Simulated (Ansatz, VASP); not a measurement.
## BiTe in VASP and in Ansatz

INCAR

```
SYSTEM = BiTe
  ALGO = Normal
  EDIFF = 1E-6
  ENCUT = 520
  GGA = PS
  ISIF = 2
  ISMEAR = 0
  LASPH = .True.
  LCHARG = .False.
  LREAL = .False.
  LWAVE = .False.
  NBANDS = 18
  NELM = 100
  PREC = Accurate
  SIGMA = 0.15
```

KPOINTS

```
k-points
0
Gamma
  14 14 14
  0 0 0
```

The input POSCAR:

```
BiTe
1.0
    0.0000000000      3.2350000000      3.2350000000
    3.2350000000      0.0000000000      3.2350000000
    3.2350000000      3.2350000000      0.0000000000
Bi Te
1 1
Direct
   -0.0270479134      0.0270479134      0.0270479134
    0.5000000000      0.5000000000      0.5000000000
```

Input for Ansatz:

```yaml
crystal:
  lattice:
    - [0.0, 3.235, 3.235]
    - [3.235, 0.0, 3.235]
    - [3.235, 3.235, 0.0]
  atoms:
    - { symbol: Bi, position: [-0.0270479134, 0.0270479134, 0.0270479134] }
    - { symbol: Te, position: [0.5, 0.5, 0.5] }
basis:
  ecutwfc: 420
kpoints:
  mp_grid: { grid: [14, 14, 14] }
hamiltonian:
  xc: pbesol
scf:
  occupations: { method: gaussian, width: 0.15 }
output:
  forces: true
  stress: true
  eigenvalues: true
```

Change from the starting cell: all Bi atoms moved +0.175 Å, as atom 1 along Cartesian [1 0 0].

Alike in both runs: task single point; functional PBEsol; k mesh 14 × 14 × 14; occupations gaussian, width 0.15 eV; no spin polarisation.

```csv
,VASP,Ansatz
version,VASP 6.6.1,Ansatz 0.2.0
potentials or method,"VASP PAW PBE potentials, release 64 (Bi_d, Te), cutoff 520 eV","scalar-relativistic, plane waves, PAW"
valence electrons in the cell,21,31
```

|  | VASP | Ansatz | Ansatz less VASP |
| --- | --- | --- | --- |
| gap on the k mesh at the Fermi level (eV) | none | none | - |
| pressure (GPa) | -1.2 | -1.2 | +0.02 |
| traceless stress, the component that is largest in VASP (GPa) | 0.49 | 0.49 | -0.008 |
| rms of the force components (eV/Å) | 0.250 | 0.247 | -0.0024 |

VASP's potentials were made for PBE, not for PBEsol. Atom by atom the forces differ by 0.002 eV/Å (rms over components). A gap of «none» marks a metal or a gap that the smearing closes. With one functional, cell and mesh, what is left measures potentials, basis and numerics. VASP's potentials hold 21 valence electrons a cell and Ansatz's 31, so a difference there can come from the potentials and not from the codes.

Spin-orbit coupling is off throughout.
